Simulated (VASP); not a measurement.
# MgO (P6_3mc) in VASP: a series of runs, part 2 of 2

VASP 6.6.1. The steps go on from the part before.

### Step 3. Relaxation of cell and atoms, PBEsol

This run uses another cell than the first one, of 11.80 Å³/atom.

INCAR

```
PREC     = Accurate       # precision mode
ENCUT    = 600            # plane-wave cutoff, eV
EDIFF    = 1E-6           # SCF threshold, eV
ISMEAR   = -1             # smearing method
SIGMA    = 0.02           # smearing width, eV
LREAL    = F              # projectors in reciprocal space
LASPH    = T              # aspherical terms in the spheres
NELM     = 60             # most SCF steps
ALGO     = Normal         # electronic algorithm
ISIF     = 3              # what is computed and relaxed
LWAVE    = F              # write WAVECAR
LCHARG   = F              # write CHGCAR
GGA      = PS             # functional
IBRION   = 2              # ionic algorithm
NSW      = 80             # ionic steps
EDIFFG   = -0.01          # ionic threshold
```

KPOINTS

```
regular mesh
0
Gamma
  6 6 4
```

POSCAR

```
MgO
1.0
    3.3077869900      0.0000000000      0.0000000000
   -1.6538934900      2.8646275600      0.0000000000
    0.0000000000      0.0000000000      4.9828816700
Mg O
2 2
Direct
    0.3333333300      0.6666666700      0.0021597400
    0.6666666700      0.3333333300      0.5021597400
    0.3333333300      0.6666666700      0.4024402600
    0.6666666700      0.3333333300      0.9024402600
```

Potentials or basis: VASP PAW PBE potentials, release 64 (Mg, O).

Launch:

```console
$ cat potpaw_PBE.64/Mg/POTCAR potpaw_PBE.64/O/POTCAR > POTCAR
$ mpirun -np 1 vasp_std > vasp.out
```

OUTCAR:

```text
PREC = Accurate
   ENCUT = 600
   EDIFF = 1E-6
   ISMEAR = -1
   LREAL = F
   LASPH = T
   NELM = 60
   ISIF = 3
   GGA = PS
   IBRION = 2
   NSW = 80
   EDIFFG = -0.01

 ion  position               nearest neighbor table
   1  0.333  0.667  0.002-   4 1.97   4 1.97   4 1.97   3 1.99   2 3.14   2 3.14   2 3.14   2 3.14
                             2 3.14   2 3.14
   2  0.667  0.333  0.502-   3 1.97   3 1.97   3 1.97   4 1.99   1 3.14   1 3.14   1 3.14   1 3.14
                             1 3.14   1 3.14
   3  0.333  0.667  0.402-   2 1.97   2 1.97   2 1.97   1 1.99
   4  0.667  0.333  0.902-   1 1.97   1 1.97   1 1.97   2 1.99

  LATTYP: Found a hexagonal cell.
 ALAT       =     3.3077869900
 C/A-ratio  =     1.5064094771

  Lattice vectors:

 A1 = (   3.3077869900,   0.0000000000,   0.0000000000)
 A2 = (  -1.6538934900,   2.8646275600,   0.0000000000)
 A3 = (   0.0000000000,   0.0000000000,   4.9828816700)

Analysis of symmetry for initial positions (statically):
=====================================================================
 Subroutine PRICEL returns:
 Original cell was already a primitive cell.

 Routine SETGRP: Setting up the symmetry group for a
 hexagonal supercell.

[... 160 lines left out ...]

 number of electron      15.9999997 magnetization

 Free energy of the ion-electron system (eV)
  ---------------------------------------------------
  ext. energy  EPLUGINS =         0.00000000
  ---------------------------------------------------
  free energy    TOTEN  =       -24.55549213 eV

  energy without entropy =      -24.55549213  energy(sigma->0) =      -24.55549213

------------------------ aborting loop because EDIFF is reached ----------------------------------------

  FORCE on cell =-STRESS in cart. coord.  units (eV):
  Direction    XX          YY          ZZ          XY          YZ          ZX
  --------------------------------------------------------------------------------------
  -------------------------------------------------------------------------------------
  Total       -0.0490688     -0.0490688     -0.0339512     -0.0000000      0.0000000      0.0000000
  in kB       -1.6650591     -1.6650591     -1.1520730     -0.0000000      0.0000000      0.0000000
  external PRESSURE =      -1.4940637 kB  Pullay stress =       0.0000000 kB
[... 63 lines left out ...]
--------------------------------------- Ionic step        3  -------------------------------------------

 number of electron      15.9999997 magnetization

 Free energy of the ion-electron system (eV)
  ---------------------------------------------------
  ext. energy  EPLUGINS =         0.00000000
  ---------------------------------------------------
  free energy    TOTEN  =       -24.55550985 eV

  energy without entropy =      -24.55550985  energy(sigma->0) =      -24.55550985

 E-fermi :   1.4929     XC(G=0):  -9.9826

 val. band max:        1.0347411127   @ k =   0.0000   0.0000   0.0000
 cond. band min:       4.3849903705   @ k =   0.0000   0.0000   0.0000
 fundamental gap:      3.3502492578
 Fermi energy:         1.4928823259

 k-point     1 :       0.0000    0.0000    0.0000
  band No.  band energies     occupation
      1     -15.1650      2.00000
      2     -14.3330      2.00000
      3      -2.3031      2.00000
      4       0.2399      2.00000
      5       0.2399      2.00000
      6       0.5851      2.00000
      7       0.5851      2.00000
      8       1.0347      2.00000
      9       4.3850      0.00000
     10       9.4444      0.00000
     11      11.2599      0.00000
     12      14.9931      0.00000
[... 329 lines left out ...]
  FREE ENERGIE OF THE ION-ELECTRON SYSTEM (eV)
  ---------------------------------------------------
  free  energy   TOTEN  =       -24.5555098470 eV

  energy  without entropy=      -24.5555098470  energy(sigma->0) =      -24.55550985

 reached required accuracy - stopping structural energy minimisation
```

CONTCAR:

```text
MgO
   1.00000000000000
     3.3067882253309282   -0.0000000000017433    0.0000000000000000
    -1.6533941076684835    2.8637626044283575   -0.0000000000000000
     0.0000000000000000    0.0000000000000000    4.9818406560117632
  Mg              O
     2     2
Direct
     0.3333333300000021    0.6666666699999979    0.0022068364062484
     0.6666666699999979    0.3333333300000021    0.5022068364062484
     0.3333333300000021    0.6666666699999979    0.4023931635937536
     0.6666666699999979    0.3333333300000021    0.9023931635937537

  0.00000000E+00  0.00000000E+00  0.00000000E+00
  0.00000000E+00  0.00000000E+00  0.00000000E+00
  0.00000000E+00  0.00000000E+00  0.00000000E+00
  0.00000000E+00  0.00000000E+00  0.00000000E+00
```

Wall time 16 s (1 thread of Intel Xeon Platinum 8559C (Emerald Rapids), shared host); peak memory 0.18 GiB.

What came out:

```yaml
Free_energy: -24.5555 eV
Relaxed_volume: 11.79 Å³/atom
Relaxed_cell: a = 3.307 Å, b = 3.307 Å, c = 4.982 Å, α = 90.00°, β = 90.00°, γ = 120.00°
Space_group_after_relaxing_to_0.1_Å: P6_3mc (No. 186)
Energy_gained_by_relaxing: 0.0 meV/atom
Ionic_steps: 3
Pressure_after_relaxing: 0.0 GPa
Largest_force_after_relaxing: 0.007 eV/Å
Band_gap_on_the_k_mesh: 3.35 eV
```

Forces in eV/Å, atoms in the order of the input:
```
Mg   0.000  0.000  0.007
Mg   0.000  0.000  0.007
O    0.000  0.000 -0.007
O    0.000  0.000 -0.007
```

Final structure:
```
CELL_PARAMETERS angstrom
3.30679 0.00000 0.00000
-1.65339 2.86376 0.00000
0.00000 0.00000 4.98184
ATOMIC_POSITIONS crystal
Mg 0.33333 0.66667 0.00221
Mg 0.66667 0.33333 0.50221
O 0.33333 0.66667 0.40239
O 0.66667 0.33333 0.90239
```

Caveat: the PAW data sets were made with another functional, which shifts forces and pressure a little.

### Step 4. Relaxation of cell and atoms, PBEsol, target pressure 2 GPa, at which the enthalpy is minimised

This run uses another cell than the first one, of 11.80 Å³/atom.

INCAR

```
SYSTEM = MgO
  PREC = Accurate
  ENCUT = 600
  EDIFF = 1E-6
  ISMEAR = -1
  SIGMA = 0.02
  LREAL = .FALSE.
  LASPH = .TRUE.
  NELM = 80
  ALGO = Normal
  ISIF = 3
  LWAVE = .FALSE.
  LCHARG = .FALSE.
  GGA = PS
  IBRION = 2
  NSW = 80
  EDIFFG = -0.01
  PSTRESS = 20.0
```

KPOINTS

```
regular mesh
0
G
  6 6 4
  0 0 0
```

POSCAR is that of step 3.

Launch:

```console
$ cat potpaw_PBE.64/Mg/POTCAR potpaw_PBE.64/O/POTCAR > POTCAR
$ mpirun -np 1 vasp_std > vasp.out
```

Wall time 22 s (1 thread of Intel Xeon Platinum 8559C (Emerald Rapids), shared host); peak memory 0.18 GiB.

It converged, with:

* Free energy: -24.5509 eV
* Relaxed volume: 11.61 Å³/atom
* Relaxed cell: a = 3.289 Å, b = 3.289 Å, c = 4.956 Å, α = 90.00°, β = 90.00°, γ = 120.00°
* Space group after relaxing (to 0.1 Å): P6_3mc (No. 186)
* Energy change on relaxing (the run minimises the enthalpy): +1.1 meV/atom
* Ionic steps: 4
* Pressure after relaxing: 2.0 GPa
* Largest force after relaxing: 0.009 eV/Å
* Band gap on the k mesh: 3.44 eV

Forces in eV/Å, atoms in the order of the input:
```
Mg   0.000  0.000 -0.009
Mg   0.000  0.000 -0.009
O    0.000  0.000  0.009
O    0.000  0.000  0.009
```

Stress tensor (GPa, compression positive):
```
2.10 0.00 0.00
0.00 2.10 0.00
0.00 0.00 1.87
```

Step by step:
```tsv
step	energy change (eV)	largest force (eV/Å)	pressure (GPa)	volume (Å³)
1	0.0000	0.0095	-0.15	47.22
2	0.0092	0.0171	2.88	46.14
3	0.0044	0.0090	1.98	46.46
4	0.0046	0.0094	2.03	46.44
```

Final structure:
```yaml
crystal:
  lattice:
    - [3.28945, 0.00000, 0.00000]
    - [-1.64473, 2.84875, 0.00000]
    - [0.00000, 0.00000, 4.95591]
  atoms:
    - { symbol: Mg, position: [0.33333, 0.66667, 0.00223] }
    - { symbol: Mg, position: [0.66667, 0.33333, 0.50223] }
    - { symbol: O, position: [0.33333, 0.66667, 0.40237] }
    - { symbol: O, position: [0.66667, 0.33333, 0.90237] }
```

Levels at points of the mesh, in eV from the valence-band top:
```tsv
k point	band 4	band 5	band 6	band 7	band 8	band 9	band 10	band 11	band 12
(0.00, 0.00, 0.00)	-0.80	-0.80	-0.46	-0.46	0.00	3.44	8.53	10.35	14.07
(0.50, 0.00, 0.00)	-2.26	-1.81	-1.35	-0.86	-0.53	7.68	8.01	9.21	10.75
(0.00, 0.00, 0.50)	-2.09	-0.63	-0.63	-0.63	-0.63	5.98	5.98	13.23	13.23
(0.50, 0.00, 0.50)	-3.24	-0.96	-0.96	-0.74	-0.74	7.28	7.28	10.82	10.82
```

Caveat: the cell is relaxed towards a set pressure, so the run minimises the enthalpy, not the energy; the PAW data sets were made with another functional, which shifts forces and pressure a little.

### Step 5. Relaxation of cell and atoms, PBEsol, target pressure 4 GPa, at which the enthalpy is minimised

This run uses another cell than the first one, of 11.80 Å³/atom.

INCAR

```
ALGO     = Normal         # electronic algorithm
EDIFF    = 1E-7           # SCF threshold, eV
EDIFFG   = -0.01          # ionic threshold
ENCUT    = 600            # plane-wave cutoff, eV
GGA      = PS             # functional
IBRION   = 2              # ionic algorithm
ISIF     = 3              # what is computed and relaxed
ISMEAR   = -1             # smearing method
LASPH    = T              # aspherical terms in the spheres
LCHARG   = F              # write CHGCAR
LREAL    = F              # projectors in reciprocal space
LWAVE    = F              # write WAVECAR
NELM     = 60             # most SCF steps
NSW      = 80             # ionic steps
PREC     = Accurate       # precision mode
PSTRESS  = 40.0         
SIGMA    = 0.02           # smearing width, eV
```

KPOINTS

```
k-points
0
Gamma
  6 6 4
```

POSCAR is that of step 4.

Launch:

```console
$ cat potpaw_PBE.64/Mg/POTCAR potpaw_PBE.64/O/POTCAR > POTCAR
$ mpirun -np 1 vasp_std > vasp.out
```

It took 3.6 min on 1 thread of Intel Xeon Platinum 8559C (Emerald Rapids), shared host; peak memory 0.18 GiB.

Results (log left out):

```
Free energy                                                : -24.7537 eV
Relaxed volume                                             : 10.73 Å³/atom
Relaxed cell                                               : a = 3.455 Å, b = 3.455 Å, c = 4.153 Å, α = 90.00°, β = 90.00°, γ = 120.00°
Space group after relaxing (to 0.1 Å)                      : P6_3/mmc (No. 194)
Energy change on relaxing (the run minimises the enthalpy) : -49.5 meV/atom
Ionic steps                                                : 41
Pressure after relaxing                                    : 4.0 GPa
Largest force after relaxing                               : 0.006 eV/Å
Band gap on the k mesh                                     : 3.43 eV
```

Forces on the atoms (eV/Å):
```
Mg   0.000  0.000  0.006
Mg   0.000  0.000  0.006
O    0.000  0.000 -0.006
O    0.000  0.000 -0.006
```

The path:
```tsv
step	energy change (eV)	largest force (eV/Å)	pressure (GPa)	volume (Å³)
1	0.0000	0.0099	-0.09	47.22
3	0.0172	0.0249	4.00	45.77
5	0.0175	0.0441	4.00	45.71
7	0.0199	0.1571	3.93	45.45
9	-0.0084	0.8954	3.97	44.07
11	0.0485	1.2886	5.32	43.80
13	0.0686	1.5903	8.60	42.71
15	0.0686	1.5895	8.61	42.71
17	0.0686	1.5863	8.63	42.70
19	0.0690	1.5725	8.72	42.68
21	0.0684	1.5703	8.71	42.68
23	0.0659	1.5601	8.66	42.69
25	0.0559	1.5197	8.46	42.71
27	0.0183	1.3652	7.71	42.80
29	-0.0970	0.8446	5.09	43.14
31	-0.2049	0.1907	-0.86	44.52
33	-0.2100	0.0448	0.71	44.01
35	-0.2036	0.0100	3.09	43.24
37	-0.1965	0.0057	4.22	42.90
39	-0.1966	0.0065	4.23	42.89
41	-0.1982	0.0057	4.04	42.94
```

Final structure:
```yaml
crystal:
  lattice:
    - [3.45494, 0.00000, 0.00000]
    - [-1.72747, 2.99206, 0.00000]
    - [0.00000, 0.00000, 4.15347]
  atoms:
    - { symbol: Mg, position: [0.33333, 0.66667, 0.95218] }
    - { symbol: Mg, position: [0.66667, 0.33333, 0.45218] }
    - { symbol: O, position: [0.33333, 0.66667, 0.45242] }
    - { symbol: O, position: [0.66667, 0.33333, 0.95242] }
```

Levels at points of the mesh, in eV from the valence-band top:
```
           k point  band 4  band 5  band 6  band 7  band 8  band 9  band 10  band 11  band 12
(0.00, 0.00, 0.00)   -1.80   -1.80   -0.85   -0.85    0.00    3.43     9.57    12.27    12.59
(0.50, 0.00, 0.00)   -2.47   -2.43   -2.04   -1.36   -0.55    6.92     9.24     9.73    12.33
(0.00, 0.00, 0.50)   -2.51   -1.35   -1.35   -1.35   -1.35    6.48     6.48    12.95    12.95
(0.50, 0.00, 0.50)   -4.02   -1.60   -1.60   -0.87   -0.87    7.25     7.25    12.15    12.15
```

Caveat: the cell is relaxed towards a set pressure, so the run minimises the enthalpy, not the energy; a cell axis changed by over 15 % at a fixed basis, so the end point is rough; the PAW data sets were made with another functional, which shifts forces and pressure a little.

### Step 6. Summary

| task | cell | cutoff (eV) | gap on the mesh (eV) | pressure (GPa) | largest force (eV/Å) |
| --- | --- | --- | --- | --- | --- |
| single point | a = 3.303, b = 3.303, c = 5.020 Å, angles 90.0, 90.0, 120.0°, 4 atoms, atomic positions A | 520 | 3.36 | -0.3 | - |
| relaxation of cell and atoms | relaxed from a = 3.308, b = 3.308, c = 4.983 Å, angles 90.0, 90.0, 120.0°, 4 atoms, atomic positions B | 600 | 3.35 | 0.0 | 0.01 |
| relaxation of cell and atoms | relaxed to 2 GPa from a = 3.308, b = 3.308, c = 4.983 Å, angles 90.0, 90.0, 120.0°, 4 atoms, atomic positions B | 600 | 3.44 | 2.0 | 0.01 |
| relaxation of cell and atoms | relaxed to 4 GPa from a = 3.308, b = 3.308, c = 4.983 Å, angles 90.0, 90.0, 120.0°, 4 atoms, atomic positions B | 600 | 3.43 | 4.0 | 0.01 |

Alike in all rows: level PBEsol; potentials or basis VASP PAW PBE potentials, release 64 (Mg, O); no spin polarisation; k mesh 6 × 6 × 4; smearing fermi-dirac 0.02 eV.

Caveats: the PAW data sets were made with another functional, which shifts forces and pressure a little; the cell is relaxed towards a set pressure, so the run minimises the enthalpy, not the energy (at least some runs); a cell axis changed by over 15 % at a fixed basis, so the end point is rough (at least some runs).

Absolute energies hang on the potentials; compare differences alone.
